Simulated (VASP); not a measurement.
# Si5Ge (P-6m2) in VASP: a series of runs, part 2 of 2

VASP 6.6.1. The steps go on from the part before.

## Step 3: Relaxation of cell and atoms, PBE

This run uses another cell than the first one, of 15.86 Å³/atom.

INCAR reads:

```
  PREC = Accurate
  ENCUT = 600
  EDIFF = 1E-7
  ISMEAR = 0
  SIGMA = 0.1
  LREAL = False
  LASPH = True
  NELM = 60
  ALGO = Normal
  ISIF = 3
  LWAVE = False
  LCHARG = False
  GGA = PE
  IBRION = 2
  NSW = 100
  EDIFFG = -0.01
```

KPOINTS reads:

```
regular mesh
0
Gamma
  18 18 4
```

POSCAR reads:

```
Si5Ge
1.0
    2.6705660479      0.0000000000      0.0000000000
   -1.3352830240      2.3127780400      0.0000000000
    0.0000000000      0.0000000000     15.4078093362
Si Ge
5 1
Direct
    0.3333333333      0.6666666667      0.8462184287
    0.3333333333      0.6666666667      0.1537815713
    0.6666666667      0.3333333333      0.0000000000
    0.6666666667      0.3333333333      0.3183994876
    0.6666666667      0.3333333333      0.6816005124
    0.3333333333      0.6666666667      0.5000000000
```

Potentials or basis: VASP PAW PBE potentials, release 64 (Si, Ge_d).

Started as:

```sh
$ cat potpaw_PBE.64/Si/POTCAR potpaw_PBE.64/Ge_d/POTCAR > POTCAR
$ mpirun -np 1 vasp_std > vasp.out
```

OUTCAR:

```text
PREC = Accurate
   ENCUT = 600
   EDIFF = 1E-7
   ISMEAR = 0
   LREAL = False
   LASPH = True
   NELM = 60
   ISIF = 3
   GGA = PE
   IBRION = 2
   NSW = 100
   EDIFFG = -0.01

 ion  position               nearest neighbor table
   1  0.333  0.667  0.846-   3 2.83   3 2.83   3 2.83   5 2.97   5 2.97   5 2.97
   2  0.333  0.667  0.154-   3 2.83   3 2.83   3 2.83   4 2.97   4 2.97   4 2.97
   3  0.667  0.333  0.000-   1 2.83   2 2.83   1 2.83   2 2.83   1 2.83   2 2.83
   4  0.667  0.333  0.318-   2 2.97   2 2.97   2 2.97
   5  0.667  0.333  0.682-   1 2.97   1 2.97   1 2.97
   6  0.333  0.667  0.500-

  LATTYP: Found a hexagonal cell.
 ALAT       =     2.6705660479
 C/A-ratio  =     5.7694919578

  Lattice vectors:

 A1 = (   2.6705660479,   0.0000000000,   0.0000000000)
 A2 = (  -1.3352830240,   2.3127780400,   0.0000000000)
 A3 = (   0.0000000000,   0.0000000000,  15.4078093362)

Analysis of symmetry for initial positions (statically):
=====================================================================
 Subroutine PRICEL returns:
 Original cell was already a primitive cell.

 Routine SETGRP: Setting up the symmetry group for a
 hexagonal supercell.

 Subroutine GETGRP returns: Found 12 space group operations
 (whereof 12 operations were pure point group operations)
 out of a pool of 24 trial point group operations.

The static configuration has the point symmetry D_3h.

Analysis of symmetry for dynamics (positions and initial velocities):
=====================================================================
 Subroutine PRICEL returns:
 Original cell was already a primitive cell.

 Routine SETGRP: Setting up the symmetry group for a
 hexagonal supercell.

 Subroutine GETGRP returns: Found 12 space group operations
 (whereof 12 operations were pure point group operations)
 out of a pool of 24 trial point group operations.

The dynamic configuration has the point symmetry D_3h.

 Subroutine INISYM returns: Found 12 space group operations
 (whereof 12 operations are pure point group operations),
 and found     1 'primitive' translations

----------------------------------------------------------------------------------------

                                     Primitive cell

  volume of cell :      95.1652

  direct lattice vectors                    reciprocal lattice vectors
     2.670566048  0.000000000  0.000000000     0.374452450  0.216190223  0.000000000
    -1.335283024  2.312778040  0.000000000     0.000000000  0.432380446  0.000000000
     0.000000000  0.000000000 15.407809336     0.000000000  0.000000000  0.064902153

  length of vectors
     2.670566048  2.670566048 15.407809336     0.432380446  0.432380446  0.064902153

  position of ions in fractional coordinates (direct lattice)
     0.333333333  0.666666667  0.846218429
     0.333333333  0.666666667  0.153781571
     0.666666667  0.333333333  0.000000000
     0.666666667  0.333333333  0.318399488
     0.666666667  0.333333333  0.681600512
     0.333333333  0.666666667  0.500000000

[... 92 lines left out ...]
   NUPDOWN=      -1.0000    fix difference up-down
   EMIN   =  10.00;   EMAX   =-10.00  energy-range for DOS
   EFERMI =   0.00;   METHOD = LEGACY
   ISMEAR =     0;   SIGMA  =   0.10  broadening in eV -4-tet -1-fermi 0-gaus
   EFERMI_NEDOS =   21; number of points for ismear=-14 and -15
   IALGO  =     38    algorithm
   IMIX   =      4    mixing-type and parameters
     AMIX     =   0.40;   BMIX     =  1.00
     AMIX_MAG =   1.60;   BMIX_MAG =  1.00
  volume/ion in A,a.u.               =      15.86       107.03
  Fermi-wavevector in a.u.,A,eV,Ry     =   1.161649  2.195199 18.360101  1.349429
  Thomas-Fermi vector in A             =   2.298219
   LORBIT       =      0    0 simple, 1 ext, 2 COOP (PROOUT), +10 PAW based schemes
   GGA     = PE    functional components
   LHFCALC =     F    Hartree Fock is set to
   AEXX    =    0.0000 exact exchange contribution
   IVDW    =     0    specifies the selected vdW correction
   LEPSILON=     F    determine dielectric tensor
   LRPA    =     F    only Hartree local field effects (RPA)
 conjugate gradient relaxation of ions
 non-spin polarized calculation
 Gauss-broadening in eV      SIGMA  =   0.10
  energy-cutoff  :      600.00
  volume of cell :       95.17
 maximum number of plane-waves:      3229
 NGX is ok and might be reduce to    24
   NGX = 11   NGY = 11   NGZ = 61

--------------------------------------- Ionic step        1  -------------------------------------------

 number of electron      34.0000008 magnetization

 Free energy of the ion-electron system (eV)
  ---------------------------------------------------
  ext. energy  EPLUGINS =         0.00000000
  ---------------------------------------------------
  free energy    TOTEN  =       -28.28103676 eV

  energy without entropy =      -28.27055538  energy(sigma->0) =      -28.27579607

------------------------ aborting loop because EDIFF is reached ----------------------------------------

  FORCE on cell =-STRESS in cart. coord.  units (eV):
  Direction    XX          YY          ZZ          XY          YZ          ZX
  --------------------------------------------------------------------------------------
  -------------------------------------------------------------------------------------
  Total        1.2872127      1.2872127     -4.1430996     -0.0000000     -0.0000000      0.0000000
  in kB       21.6711889     21.6711889    -69.7521799     -0.0000000     -0.0000000      0.0000000
  external PRESSURE =      -8.8032674 kB  Pullay stress =       0.0000000 kB
[... 67 lines left out ...]
--------------------------------------- Ionic step        3  -------------------------------------------

 number of electron      34.0000002 magnetization

------------------------ aborting loop EDIFF was not reached (unconverged)  ----------------------------

  FORCE on cell =-STRESS in cart. coord.  units (eV):
  Direction    XX          YY          ZZ          XY          YZ          ZX
  --------------------------------------------------------------------------------------
  -------------------------------------------------------------------------------------
  Total        0.8425635      0.8425635     -1.8959033     -0.0000000      0.0000000      0.0000000
  in kB       14.6271142     14.6271142    -32.9133576     -0.0000000      0.0000000      0.0000000
  external PRESSURE =      -1.2197097 kB  Pullay stress =       0.0000000 kB
[... 21 lines left out ...]
  FREE ENERGIE OF THE ION-ELECTRON SYSTEM (eV)
  ---------------------------------------------------
  free  energy   TOTEN  =       -28.5006530122 eV

  energy  without entropy=      -28.4904346827  energy(sigma->0) =      -28.49554385

[... ionic steps 4 to 11 ...]

--------------------------------------- Ionic step       12  -------------------------------------------

 number of electron      33.9999991 magnetization

------------------------ aborting loop because EDIFF is reached ----------------------------------------
[... 75 lines left out ...]
--------------------------------------- Ionic step       14  -------------------------------------------

 number of electron      33.9999990 magnetization

 Free energy of the ion-electron system (eV)
  ---------------------------------------------------
  ext. energy  EPLUGINS =         0.00000000
  ---------------------------------------------------
  free energy    TOTEN  =       -28.55071522 eV

  energy without entropy =      -28.54277460  energy(sigma->0) =      -28.54674491

 E-fermi :   9.3732     XC(G=0): -11.1694

 val. band max:        9.3699709625   @ k =   0.2778  -0.0000   0.0000
 cond. band min:       9.3988226879   @ k =   0.2778   0.1111   0.0000
 fundamental gap:      0.0288517254
 Fermi energy:         9.3732300668

 k-point     1 :       0.0000    0.0000    0.0000
  band No.  band energies     occupation
      1     -15.5711      2.00000
      2     -15.5411      2.00000
      3     -15.5411      2.00000
      4     -15.4353      2.00000
      5     -15.4353      2.00000
      6      -4.8727      2.00000
[... 565 lines left out ...]
     20      10.4308      0.00000
     21      10.6699      0.00000

 [... further k-points ...]

------------------------ aborting loop because EDIFF is reached ----------------------------------------

  FORCE on cell =-STRESS in cart. coord.  units (eV):
  Direction    XX          YY          ZZ          XY          YZ          ZX
  --------------------------------------------------------------------------------------
  -------------------------------------------------------------------------------------
  Total       -0.0228075     -0.0228075      0.0227970      0.0000000     -0.0000000     -0.0000000
  in kB       -0.3958522     -0.3958522      0.3956701      0.0000000     -0.0000000     -0.0000000
  external PRESSURE =      -0.1320114 kB  Pullay stress =       0.0000000 kB
[... 21 lines left out ...]
  FREE ENERGIE OF THE ION-ELECTRON SYSTEM (eV)
  ---------------------------------------------------
  free  energy   TOTEN  =       -28.5507152234 eV

  energy  without entropy=      -28.5427745982  energy(sigma->0) =      -28.54674491

 reached required accuracy - stopping structural energy minimisation
```

It took 88 min on 1 thread of Intel Xeon 8259CL, shared host; peak memory 0.47 GiB.

Results:

* Free energy: -28.5507 eV
* Relaxed volume: 15.39 Å³/atom
* Relaxed cell: a = 2.762 Å, b = 2.762 Å, c = 13.978 Å, α = 90.00°, β = 90.00°, γ = 120.00°
* Space group after relaxing (to 0.1 Å): P-6m2 (No. 187)
* Energy gained by relaxing: 44.9 meV/atom
* Ionic steps: 14
* Pressure after relaxing: 0.0 GPa
* Largest force after relaxing: 0.008 eV/Å

Forces in eV/Å, atoms in the order of the input:
```
Si   0.000  0.000 -0.006
Si   0.000  0.000  0.006
Si   0.000  0.000  0.000
Si   0.000  0.000  0.008
Si   0.000  0.000 -0.008
Ge   0.000  0.000  0.000
```

Step by step:
```
step  energy change (eV)  largest force (eV/Å)  pressure (GPa)  volume (Å³)
   1              0.0000                0.1626           -0.88        95.17
   2             -0.1253                0.1576           -0.66        93.91
   3             -0.2196                0.2138           -0.12        92.29
   4             -0.1599                0.1907            3.93        88.57
   5             -0.2232                0.2639            2.03        90.24
   6             -0.2531                0.2467            0.91        91.29
   7             -0.2531                0.2545            1.03        91.16
   8             -0.2626                0.1427           -0.42        92.75
   9             -0.2627                0.1524           -0.30        92.61
  10             -0.2687                0.0625           -0.24        92.53
  11             -0.2691                0.0347           -0.20        92.51
  12             -0.2696                0.0105            0.16        92.12
  13             -0.2696                0.0133            0.08        92.20
  14             -0.2697                0.0084           -0.01        92.31
```

Final structure:
```xyz
6
Lattice="2.7615 0.0000 0.0000 -1.3808 2.3915 0.0000 0.0000 0.0000 13.9776" Properties=species:S:1:pos:R:3 pbc="T T T"
Si    0.0000    1.5944   11.7666
Si    0.0000    1.5944    2.2110
Si    1.3808    0.7972   13.9776
Si    1.3808    0.7972    4.4106
Si    1.3808    0.7972    9.5671
Ge    0.0000    1.5944    6.9888
```

Caveat: the highest band is partly filled, so the run has too few bands.
